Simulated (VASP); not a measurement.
# Ru (P6_3/mmc) in VASP: a series of runs

Runs on Ru. Level: r2SCAN. Tasks: single point.

Everything below comes from runs of VASP 6.6.1. Logs are shortened: lines on timing, memory, paths and dates and some standing lists are left out, and cuts for length are marked.

## Step 1: The cell of the first run

Symmetry: P6_3/mmc, No. 194, hexagonal system. The conventional cell has a = 4.122 Å, b = 4.122 Å, c = 4.714 Å, α = 90.00°, β = 90.00°, γ = 120.00°. Within 3.1 Å of Ru (site symmetry -6m2) lie 5 Ru at 2.36 to 2.38 Å. Ru (site symmetry -6m2) has 3 Ru at 2.38 Å within 3.1 Å.

## Step 2: Single point, r2SCAN

Input file POSCAR:

```
Ru
1.0
    4.1220792938      0.0000000000      0.0000000000
   -2.0610396469      3.5698253848      0.0000000000
    0.0000000000      0.0000000000      4.7135531441
Ru
4
Direct
    0.0000000000      0.0000000000      0.2500000000
    0.0000000000      0.0000000000      0.7500000000
    0.3333333333      0.6666666667      0.7500000000
    0.6666666667      0.3333333333      0.2500000000
```

Input file INCAR.step1:

```
PREC = Accurate
ENCUT = 520
ISMEAR = 0
SIGMA = 0.1
LREAL = F
LASPH = T
NELM = 100
NBANDS = 36
GGA = PE
ALGO = Normal
EDIFF = 1E-4
LWAVE = T
LCHARG = F
```

Input file INCAR.step2:

```
PREC = Accurate
ENCUT = 520
EDIFF = 1E-6
ISMEAR = 0
SIGMA = 0.1
LREAL = F
LASPH = T
NELM = 100
ALGO = Normal
ISIF = 2
LWAVE = F
LCHARG = T
METAGGA = R2SCAN
LMIXTAU = T
LELF = T
LVHAR = T
NBANDS = 36
ISTART = 1
```

Input file KPOINTS:

```
regular mesh
0
Gamma
  6 6 4
```

Potentials or basis: VASP PAW PBE potentials, release 64 (Ru_pv).

The run is started by

```
> cat potpaw_PBE.64/Ru_pv/POTCAR > POTCAR
> cp INCAR.step1 INCAR
> mpirun -np 1 vasp_std > vasp.out
> cp INCAR.step2 INCAR
> mpirun -np 1 vasp_std > vasp.out
```

OUTCAR:

```text
PREC = Accurate
   ENCUT = 520
   EDIFF = 1E-6
   ISMEAR = 0
   LREAL = F
   LASPH = T
   NELM = 100
   ISIF = 2
   METAGGA = R2SCAN
   ISTART = 1

 ion  position               nearest neighbor table
   1  0.000  0.000  0.250-   2 2.36   2 2.36   4 2.38   4 2.38   4 2.38   3 3.35   3 3.35   3 3.35
                             3 3.35   3 3.35   3 3.35
   2  0.000  0.000  0.750-   1 2.36   1 2.36   3 2.38   3 2.38   3 2.38   4 3.35   4 3.35   4 3.35
                             4 3.35   4 3.35   4 3.35
   3  0.333  0.667  0.750-   2 2.38   2 2.38   2 2.38   4 3.35   4 3.35   1 3.35   1 3.35   4 3.35
                             4 3.35   1 3.35   1 3.35   1 3.35   1 3.35   4 3.35   4 3.35
   4  0.667  0.333  0.250-   1 2.38   1 2.38   1 2.38   3 3.35   3 3.35   2 3.35   2 3.35   3 3.35
                             3 3.35   2 3.35   2 3.35   2 3.35   2 3.35   3 3.35   3 3.35

  LATTYP: Found a hexagonal cell.
 ALAT       =     4.1220792938
 C/A-ratio  =     1.1434891976

  Lattice vectors:

 A1 = (   4.1220792938,   0.0000000000,   0.0000000000)
 A2 = (  -2.0610396469,   3.5698253848,   0.0000000000)
 A3 = (   0.0000000000,   0.0000000000,   4.7135531441)

Analysis of symmetry for initial positions (statically):
=====================================================================
 Subroutine PRICEL returns:
 Original cell was already a primitive cell.

 Routine SETGRP: Setting up the symmetry group for a
 hexagonal supercell.

 Subroutine GETGRP returns: Found 24 space group operations
 (whereof 12 operations were pure point group operations)
 out of a pool of 24 trial point group operations.

The static configuration has the point symmetry D_3d.
 The point group associated with its full space group is D_6h.

Analysis of symmetry for dynamics (positions and initial velocities):
=====================================================================
 Subroutine PRICEL returns:
 Original cell was already a primitive cell.

 Routine SETGRP: Setting up the symmetry group for a
 hexagonal supercell.

 Subroutine GETGRP returns: Found 24 space group operations
 (whereof 12 operations were pure point group operations)
 out of a pool of 24 trial point group operations.

The dynamic configuration has the point symmetry D_3d.
 The point group associated with its full space group is D_6h.

 Subroutine INISYM returns: Found 24 space group operations
 (whereof 12 operations are pure point group operations),
 and found     1 'primitive' translations

----------------------------------------------------------------------------------------

                                     Primitive cell

  volume of cell :      69.3604

  direct lattice vectors                    reciprocal lattice vectors
     4.122079294  0.000000000  0.000000000     0.242596013  0.140062873  0.000000000
    -2.061039647  3.569825385  0.000000000     0.000000000  0.280125746  0.000000000
     0.000000000  0.000000000  4.713553144     0.000000000  0.000000000  0.212154180

  length of vectors
     4.122079294  4.122079294  4.713553144     0.280125746  0.280125746  0.212154180

  position of ions in fractional coordinates (direct lattice)
     0.000000000  0.000000000  0.250000000
     0.000000000  0.000000000  0.750000000
     0.333333333  0.666666667  0.750000000
     0.666666667  0.333333333  0.250000000

  ion indices of the primitive-cell ions
   primitive index   ion index
                 1           1
                 2           2
                 3           3
                 4           4

----------------------------------------------------------------------------------------

 KPOINTS: regular mesh

Automatic generation of k-mesh.
 Grid dimensions read from file:
 generate k-points for:    6    6    4

 Generating k-lattice:

  Cartesian coordinates                     Fractional coordinates (reciprocal lattice)
     0.040432669  0.023343812  0.000000000     0.166666667  0.000000000  0.000000000
     0.000000000  0.046687624  0.000000000     0.000000000  0.166666667  0.000000000
     0.000000000  0.000000000  0.053038545     0.000000000  0.000000000  0.250000000

  Length of vectors
     0.046687624  0.046687624  0.053038545

  Shift w.r.t. Gamma in fractional coordinates (k-lattice)
     0.000000000  0.000000000  0.000000000

 Subroutine IBZKPT returns following result:
 ===========================================

 Found     21 irreducible k-points:

 Following reciprocal coordinates:
            Coordinates               Weight
  0.000000  0.000000  0.000000      1.000000
  0.166667  0.000000  0.000000      6.000000
  0.333333  0.000000  0.000000      6.000000
  0.500000  0.000000  0.000000      3.000000
  0.166667  0.166667  0.000000      6.000000
  0.333333  0.166667  0.000000     12.000000
[... 13 lines left out ...]
  0.333333  0.166667  0.500000     12.000000
  0.333333  0.333333  0.500000      2.000000
   k-points           NKPTS =     21   k-points in BZ     NKDIM =     21   number of bands    NBANDS=     36
   number of dos      NEDOS =    301   number of ions     NIONS =      4
   total plane-waves  NPLWV =  36864
   dimension x,y,z NGX =    32 NGY =   32 NGZ =   36
   dimension x,y,z NGXF=    64 NGYF=   64 NGZF=   72
   ions per type =               4
   NGX,Y,Z   is equivalent  to a cutoff of  12.91, 12.91, 12.70 a.u.
   NGXF,Y,Z  is equivalent  to a cutoff of  25.81, 25.81, 25.39 a.u.
 SYSTEM =  unknown system
   PREC   = accura    normal or accurate (medium, high low for compatibility)
   ISTART =      1    job   : 0-new  1-cont  2-samecut
   ICHARG =      0    charge: 1-file 2-atom 10-const
   ISPIN  =      1    spin polarized calculation?
   LNONCOLLINEAR =      F non collinear calculations
   LSORBIT =      F    spin-orbit coupling
   LASPH  =      T    aspherical Exc in radial PAW
   ENCUT  =  520.0 eV  38.22 Ry    6.18 a.u.   7.66  7.66  8.76*2*pi/ulx,y,z
   NELM   =    100;   NELMIN=  2; NELMDL=  0     # of ELM steps
   EDIFF  = 0.1E-05   stopping-criterion for ELM
   LREAL  =      F    real-space projection
   EDIFFG = 0.1E-04   stopping-criterion for IOM
   NSW    =      0    number of steps for IOM
   IBRION =     -1    ionic relax: 0-MD 1-quasi-New 2-CG
   NFREE  =      0    steps in history (QN), initial steepest desc. (CG)
   ISIF   =      2    stress and relaxation
   ISYM   =      2    0-nonsym 1-usesym 2-fastsym
   POTIM  = 0.5000    time-step for ionic-motion
   TEBEG  =    0.0;   TEEND  =   0.0 temperature during run
   PSTRESS=    0.0 pullay stress
   NELECT =      56.0000    total number of electrons
   NUPDOWN=      -1.0000    fix difference up-down
   EMIN   =  10.00;   EMAX   =-10.00  energy-range for DOS
   EFERMI =   0.00;   METHOD = LEGACY
   ISMEAR =     0;   SIGMA  =   0.10  broadening in eV -4-tet -1-fermi 0-gaus
   EFERMI_NEDOS =   21; number of points for ismear=-14 and -15
   IALGO  =     38    algorithm
   IMIX   =      4    mixing-type and parameters
     AMIX     =   0.40;   BMIX     =  1.00
     AMIX_MAG =   1.60;   BMIX_MAG =  1.00
  volume/ion in A,a.u.               =      17.34       117.02
  Fermi-wavevector in a.u.,A,eV,Ry     =   1.524405  2.880707 31.617348  2.323810
  Thomas-Fermi vector in A             =   2.632716
   LORBIT       =      0    0 simple, 1 ext, 2 COOP (PROOUT), +10 PAW based schemes
   METAGGA = R2SCAN    functional components
   LHFCALC =     F    Hartree Fock is set to
   AEXX    =    0.0000 exact exchange contribution
   IVDW    =     0    specifies the selected vdW correction
   LEPSILON=     F    determine dielectric tensor
   LRPA    =     F    only Hartree local field effects (RPA)
 non-spin polarized calculation
 Gauss-broadening in eV      SIGMA  =   0.10
  energy-cutoff  :      520.00
  volume of cell :       69.36
 maximum number of plane-waves:      1902
 NGX is ok and might be reduce to    32

 number of electron      55.9999984 magnetization

 Free energy of the ion-electron system (eV)
  ---------------------------------------------------
  ext. energy  EPLUGINS =         0.00000000
  ---------------------------------------------------
  free energy    TOTEN  =       -96.27141411 eV

  energy without entropy =      -96.23918469  energy(sigma->0) =      -96.25529940

 E-fermi :   9.3484     XC(G=0): -13.3111

 val. band max:        9.3052513564   @ k =   0.3333   0.0000   0.5000
 cond. band min:       9.3516121181   @ k =   0.3333   0.0000   0.5000
 fundamental gap:      0.0463607618
 Fermi energy:         9.3484338211

 k-point     1 :       0.0000    0.0000    0.0000
  band No.  band energies     occupation
      1     -36.5551      2.00000
      2     -35.8807      2.00000
      3     -35.8807      2.00000
      4     -35.7048      2.00000
      5     -35.7048      2.00000
      6     -34.7566      2.00000
[... 28 lines left out ...]
     35      17.3982      0.00000
     36      17.6209      0.00000

 k-point     2 :       0.1667    0.0000    0.0000
  band No.  band energies     occupation
      1     -36.5513      2.00000
      2     -35.9058      2.00000
      3     -35.8354      2.00000
      4     -35.7230      2.00000
      5     -35.6499      2.00000
      6     -34.7454      2.00000
[... 28 lines left out ...]
     35      15.5835      0.00000
     36      16.1377      0.00000

 k-point     3 :       0.3333    0.0000    0.0000
  band No.  band energies     occupation
      1     -36.5437      2.00000
      2     -35.9528      2.00000
      3     -35.7587      2.00000
      4     -35.7259      2.00000
      5     -35.5276      2.00000
      6     -34.7238      2.00000
[... 28 lines left out ...]
     35      13.7738      0.00000
     36      14.3215      0.00000

 k-point     4 :       0.5000    0.0000    0.0000
  band No.  band energies     occupation
      1     -36.5398      2.00000
      2     -35.9748      2.00000
      3     -35.7760      2.00000
      4     -35.6558      2.00000
      5     -35.4574      2.00000
      6     -34.7744      2.00000
[... 28 lines left out ...]
     35      12.2497      0.00000
     36      16.4182      0.00000

 k-point     5 :       0.1667    0.1667    0.0000
  band No.  band energies     occupation
      1     -36.5456      2.00000
      2     -35.9333      2.00000
      3     -35.8299      2.00000
      4     -35.6743      2.00000
      5     -35.5632      2.00000
      6     -34.7256      2.00000
[... 538 lines left out ...]
 k-point    19 :       0.1667    0.1667    0.5000
  band No.  band energies     occupation
      1     -35.8537      2.00000
      2     -35.8537      2.00000
      3     -35.6597      2.00000
      4     -35.6597      2.00000
      5     -35.6426      2.00000
      6     -35.6426      2.00000
[... 28 lines left out ...]
     35      15.8090      0.00000
     36      15.8090      0.00000

 k-point    20 :       0.3333    0.1667    0.5000
  band No.  band energies     occupation
      1     -35.8949      2.00000
      2     -35.8949      2.00000
      3     -35.6496      2.00000
      4     -35.6496      2.00000
      5     -35.5184      2.00000
      6     -35.5184      2.00000
[... 28 lines left out ...]
     35      13.2536      0.00000
     36      13.2536      0.00000

 k-point    21 :       0.3333    0.3333    0.5000
  band No.  band energies     occupation
      1     -35.9213      2.00000
      2     -35.9213      2.00000
      3     -35.6468      2.00000
      4     -35.6468      2.00000
      5     -35.4287      2.00000
      6     -35.4287      2.00000
[... 28 lines left out ...]
     35      12.1544      0.00000
     36      12.1544      0.00000

------------------------ aborting loop because EDIFF is reached ----------------------------------------

  FORCE on cell =-STRESS in cart. coord.  units (eV):
  Direction    XX          YY          ZZ          XY          YZ          ZX
  --------------------------------------------------------------------------------------
  -------------------------------------------------------------------------------------
  Total        0.4588666      0.4588666      0.3862189      0.0000000     -0.0000000      0.0000000
  in kB       10.5994984     10.5994984      8.9213860      0.0000000     -0.0000000      0.0000000
  external PRESSURE =      10.0401276 kB  Pullay stress =       0.0000000 kB

 VOLUME and BASIS-vectors are now :
 -----------------------------------------------------------------------------
  energy-cutoff  :      520.00
  volume of cell :       69.36
      direct lattice vectors                 reciprocal lattice vectors
     4.122079294  0.000000000  0.000000000     0.242596013  0.140062873  0.000000000
    -2.061039647  3.569825385  0.000000000     0.000000000  0.280125746  0.000000000
     0.000000000  0.000000000  4.713553144     0.000000000  0.000000000  0.212154180

 POSITION                                       TOTAL-FORCE (eV/Angst)
 -----------------------------------------------------------------------------------
      0.00000      0.00000      1.17839         0.000000      0.000000     -0.000000
      0.00000      0.00000      3.53516         0.000000      0.000000     -0.000000
     -0.00000      2.37988      3.53516         0.000000     -0.000000      0.000000
      2.06104      1.18994      1.17839        -0.000000      0.000000      0.000000
 -----------------------------------------------------------------------------------
    total drift:                               -0.000000      0.000000     -0.000000

  FREE ENERGIE OF THE ION-ELECTRON SYSTEM (eV)
  ---------------------------------------------------
  free  energy   TOTEN  =       -96.2714141100 eV

  energy  without entropy=      -96.2391846853  energy(sigma->0) =      -96.25529940
```

Wall time 2.1 min (1 thread of Intel Xeon Platinum 8259CL at 2.50GHz (Skylake/Cascade Lake), shared host); peak memory 0.21 GiB.

What came out:

```
Free energy            : -96.2714 eV
Pressure               : 1.0 GPa
Band gap on the k mesh : zero (band 28 reaches 9.95 eV, above the bottom of band 29 at 8.44 eV)
```

Caveat: the PAW data sets were made with another functional, which shifts forces and pressure a little.

## Step 3: Single point, r2SCAN

This run uses another cell than the first one: it holds 2 atoms, not 4.

Input file POSCAR:

```
Ru
1.0
    2.7078263433      0.0000000000      0.0000000000
   -1.3539131716      2.3450464023      0.0000000000
    0.0000000000      0.0000000000      4.2681017800
Ru
2
Direct
    0.3333333300      0.6666666700      0.2500000000
    0.6666666700      0.3333333300      0.7500000000
```

Input file INCAR.step1:

```
ALGO = Normal
EDIFF = 1E-4
ENCUT = 520
GGA = PE
ISMEAR = 0
LASPH = True
LCHARG = False
LREAL = False
LWAVE = True
NBANDS = 21
NELM = 60
PREC = Accurate
SIGMA = 0.1
```

Input file INCAR.step2:

```
ALGO = Normal
EDIFF = 1E-6
ENCUT = 520
ISIF = 2
ISMEAR = 0
ISTART = 1
LASPH = True
LCHARG = False
LMIXTAU = True
LREAL = False
LWAVE = False
METAGGA = R2SCAN
NBANDS = 21
NELM = 60
PREC = Accurate
SIGMA = 0.1
```

Input file KPOINTS:

```
k-points
0
Gamma
  9 9 4
```

Potentials or basis: VASP PAW PBE potentials, release 64 (Ru_pv).

The run is started by

```
> cat potpaw_PBE.64/Ru_pv/POTCAR > POTCAR
> cp INCAR.step1 INCAR
> mpirun -np 1 vasp_std > vasp.out
> cp INCAR.step2 INCAR
> mpirun -np 1 vasp_std > vasp.out
```

Run time: 36 s. Hardware: 1 thread of Intel Xeon Platinum 8559C (Emerald Rapids), shared host; peak memory 0.15 GiB.

The run converged. Its results:

* Free energy: -50.8497 eV
* Pressure: 0.2 GPa
* Band gap on the k mesh: zero (band 14 reaches 14.29 eV, above the bottom of band 15 at 11.12 eV)

Stress tensor (GPa, compression positive):
```
 0.63  0.00  0.00
 0.00  0.63  0.00
 0.00  0.00 -0.59
```

Levels at points of the mesh, in eV from the Fermi level:
```
           k point  band 12  band 13  band 14  band 15  band 16  band 17
(0.00, 0.00, 0.00)    -2.18    -2.18    -1.68    -1.68     1.05     1.05
(0.00, 0.00, 0.50)    -3.08    -3.00    -3.00     0.38     0.38     0.38
```

Caveat: the k points lie up to 0.37 Å⁻¹ apart; the PAW data sets were made with another functional, which shifts forces and pressure a little.
